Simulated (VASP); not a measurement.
Input of a VASP 6.6.1 run:

INCAR

```
SYSTEM = ScB2
PREC = Accurate ; ENCUT = 520
EDIFF = 1E-6 ; ISMEAR = -1
SIGMA = 0.03 ; LREAL = .False.
LASPH = .True. ; NELM = 60
ALGO = Normal ; ISIF = 2
LWAVE = .False. ; LCHARG = .True.
GGA = PS ; LELF = .True.
LVHAR = .True. ; NBANDS = 16
```

The input KPOINTS:

```
regular mesh
0
Gamma
  12 12 9
  0 0 0
```

POSCAR

```
ScB2
1.0
    3.1074272043      0.0000000000      0.0000000000
   -1.5537136022      2.6911108993      0.0000000000
    0.0000000000      0.0000000000      3.4724266007
Sc B
1 2
Direct
    0.0000000000      0.0000000000      0.0000000000
    0.3333333333      0.6666666667      0.5000000000
    0.6666666667      0.3333333333      0.5000000000
```

Potentials or basis: VASP PAW PBE potentials, release 64 (Sc_sv, B).

Command:

```console
$ cat potpaw_PBE.64/Sc_sv/POTCAR potpaw_PBE.64/B/POTCAR > POTCAR
$ mpirun -np 1 vasp_std > vasp.out
```

(1) Estimate the pressure.

Results:

(1) 3.8 GPa.

Caveat: the PAW data sets were made with another functional, which shifts forces and pressure a little.
